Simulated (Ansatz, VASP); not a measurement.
# One calculation of TiSi2, two programs

```
Ti Si
1.0
     1.76511   -6.75928    0.00000
     1.76511    6.75928    0.00000
     0.00000    0.00000    3.56517
Ti Si
2 4
Direct
  0.10025 0.90056 0.26093
  0.89333 0.10529 0.76629
  0.75621 0.25156 0.25057
  0.23701 0.74227 0.74363
  0.44489 0.55588 0.25483
  0.54995 0.43315 0.74908
```

Change from the starting cell: atoms moved at random, drawn with an rms of 0.05 Å.

Alike in both runs: task single point; functional PBE; k mesh 8 × 8 × 8; occupations fermi-dirac, width 0.05 eV; no spin polarisation.

|  | VASP | Ansatz |
| --- | --- | --- |
| version | VASP 6.6.1 | Ansatz 0.2.0 |
| potentials or method | VASP PAW PBE potentials, release 64 (Ti_sv, Si) | Ansatz PAW |
| plane-wave cutoff (eV) | 520 | 420 |
| valence electrons in the cell | 40 | 40 |

Ansatz gave:

```
gap on the k mesh at the Fermi level (eV)                     : none
pressure (GPa)                                                : 2.4
traceless stress, the component that is largest in VASP (GPa) : 0.77
rms of the force components (eV/Å)                            : 0.360
```

Q: Which values does VASP return?

A: gap on the k mesh at the Fermi level (eV): none; pressure (GPa): 2.3; traceless stress, the component that is largest in VASP (GPa): 0.76; rms of the force components (eV/Å): 0.358.

Atom by atom the forces differ by 0.004 eV/Å (rms over components). A gap of «none» marks a metal or a gap that the smearing closes. With one functional, cell and mesh, what is left measures potentials, basis and numerics.
